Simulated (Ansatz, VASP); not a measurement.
**One calculation of Mg, two programs**

Contents of INCAR:

```
SYSTEM = Mg
PREC     = Accurate       ! precision mode
ENCUT    = 520            ! plane-wave cutoff, eV
EDIFF    = 1E-6           ! SCF threshold, eV
ISMEAR   = -1             ! smearing method
SIGMA    = 0.05           ! smearing width, eV
LREAL    = .FALSE.        ! projectors in reciprocal space
LASPH    = .TRUE.         ! aspherical terms in the spheres
NELM     = 100            ! most SCF steps
ALGO     = Normal         ! electronic algorithm
ISIF     = 2              ! what is computed and relaxed
LWAVE    = .FALSE.        ! write WAVECAR
LCHARG   = .FALSE.        ! write CHGCAR
NBANDS   = 9              ! bands
```

Contents of KPOINTS:

```
Automatic mesh
0
G
  15 15 9
  0 0 0
```

File POSCAR:

```
Mg
1.0
    3.1445587934      0.0000000000      0.0000000000
   -1.5722793967      2.7232677988      0.0000000000
    0.0000000000      0.0000000000      5.0456622780
Mg
2
Direct
    0.3333333333      0.6666666667      0.2500000000
    0.6666666667      0.3333333333      0.7500000000
```

Input for Ansatz:

```yaml
crystal:
  lattice:
    - [3.1445587934, 0.0, 0.0]
    - [-1.5722793967, 2.7232677988, 0.0]
    - [0.0, 0.0, 5.045662278]
  atoms:
    - { symbol: Mg, position: [0.3333333333, 0.6666666667, 0.25] }
    - { symbol: Mg, position: [0.6666666667, 0.3333333333, 0.75] }
kpoints:
  mp_grid: { grid: [15, 15, 9] }
  band_path:
    path:
      - [0.0, 0.0, 0.0]
      - [0.5, 0.0, 0.0]
      - [0.3333333333, 0.3333333333, 0.0]
      - [0.0, 0.0, 0.0]
      - [0.0, 0.0, 0.5]
      - [0.5, 0.0, 0.5]
      - [0.3333333333, 0.3333333333, 0.5]
      - [0.0, 0.0, 0.5]
      - [0.5, 0.0, 0.5]
    npoints: 8
scf:
  occupations: { method: fermi_dirac, width: 0.05 }
hamiltonian:
  xc: lda
  pseudopotentials: { kind: paw }
output:
  forces: true
  stress: true
  eigenvalues: true
  populations: true
  dos: { projected: true, de: 0.2, e_range: [-14, 8] }
```

Change from the starting cell: volume scaled by 1, PAW files.

Alike in both runs: task single point; functional LDA; k mesh 15 × 15 × 9; occupations fermi-dirac, width 0.05 eV; no spin polarisation.

```csv
,VASP,Ansatz
version,VASP 6.6.1,Ansatz 0.2.0
potentials or method,"VASP PAW LDA potentials, release 64 (Mg)","PAW with Ansatz's default frozen-core files, scalar-relativistic"
plane-wave cutoff (eV),520,420
valence electrons in the cell,4,20
```

|  | VASP | Ansatz | Ansatz less VASP |
| --- | --- | --- | --- |
| pressure (GPa) | -0.3 | 0.0 | +0.33 |

LDA's correlation is that of Perdew and Zunger in VASP and of Perdew and Wang (1992) in Ansatz. VASP's potentials hold 4 valence electrons a cell and Ansatz's 20, so a difference there can come from the potentials and not from the codes.
